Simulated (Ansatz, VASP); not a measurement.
## Two plane-wave programs on NaI

```
Na I
1.0
     0.00000    3.20025    3.20025
     3.20025    0.00000    3.20025
     3.20025    3.20025    0.00000
Na I
1 1
Cartesian
  0.0000 0.0000 0.0000
  3.2003 3.2003 3.2003
```

Alike in both runs: task single point; functional PBEsol; k mesh 8 × 8 × 8; no spin polarisation.

|  | VASP | Ansatz |
| --- | --- | --- |
| version | VASP 6.6.1 | Ansatz 0.2.0 |
| potentials or method | VASP PAW PBE potentials, release 64 (Na_pv, I) | PAW with Ansatz's default frozen-core files, scalar-relativistic |
| plane-wave cutoff (eV) | 520 | 420 |
| occupations | gaussian, width 0.01 eV | fixed |
| valence electrons in the cell | 14 | 26 |

VASP gave:

| Quantity | Value |
| --- | --- |
| gap on the k mesh at the Fermi level (eV) | 3.59 |
| pressure (GPa) | 0.1 |

Question: What did Ansatz give for the same quantities?

Answer: gap on the k mesh at the Fermi level (eV): 3.60; pressure (GPa): 0.0.

VASP's potentials were made for PBE, not for PBEsol. VASP's potentials hold 14 valence electrons a cell and Ansatz's 26, so a difference there can come from the potentials and not from the codes.

Neither program's run includes spin-orbit coupling.
